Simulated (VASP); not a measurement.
Wanted: the native input for a VASP 6.6.1 run.

```
Task                   : single point
Functional             : PBE
Potentials or basis    : VASP PAW PBE potentials, release 64 (Na_pv, Ru_pv)
Cutoff                 : 520 eV
k mesh                 : 4 × 4 × 4
Occupations            : gaussian, width 0.1 eV
Spin                   : no spin polarisation
Dipole correction      : no
Further INCAR settings : ALGO = Normal; EDIFF = 1e-06; NBANDS = 37
```

The structure of Na2Ru lies in POSCAR:

```
Na2Ru
1.0
    3.4929535331      0.0000000000      0.0000000000
    0.0000000000      3.4929535331      0.0000000000
    0.0000000000      0.0000000000     11.8638863106
Na Ru
4 2
Direct
    0.0000000000      0.0000000000      0.0000000000
    0.5000000000      0.5000000000      0.0000000000
    0.0000000000      0.5000000000      0.2839602339
    0.5000000000      0.0000000000      0.7160397661
    0.0000000000      0.5000000000      0.5309768966
    0.5000000000      0.0000000000      0.4690231034
```

The input as run:

INCAR

```
PREC = Accurate
ENCUT = 520
EDIFF = 1E-6
ISMEAR = 0
SIGMA = 0.1
LREAL = False
LASPH = True
NELM = 80
ALGO = Normal
ISIF = 2
LWAVE = False
LCHARG = True
GGA = PE
LELF = True
LVHAR = True
NBANDS = 37
```

KPOINTS

```
Automatic mesh
0
Gamma
  4 4 4
```

Potentials or basis: VASP PAW PBE potentials, release 64 (Na_pv, Ru_pv).

Run with:

```sh
$ cat potpaw_PBE.64/Na_pv/POTCAR potpaw_PBE.64/Ru_pv/POTCAR > POTCAR
$ mpirun -np 1 vasp_std > vasp.out
```

Results of the run:

The pressure is 0.0 GPa. The largest force is 0.011 eV/Å and the band gap on the k mesh is zero (band 28 reaches 2.86 eV, above the bottom of band 29 at 2.54 eV).

Caveat: the k points lie up to 0.45 Å⁻¹ apart.

Run time: 68 s on 1 thread of Intel(R) Xeon(R) Platinum 8488C (Sapphire Rapids), with other jobs on the host, peak memory 0.29 GiB.
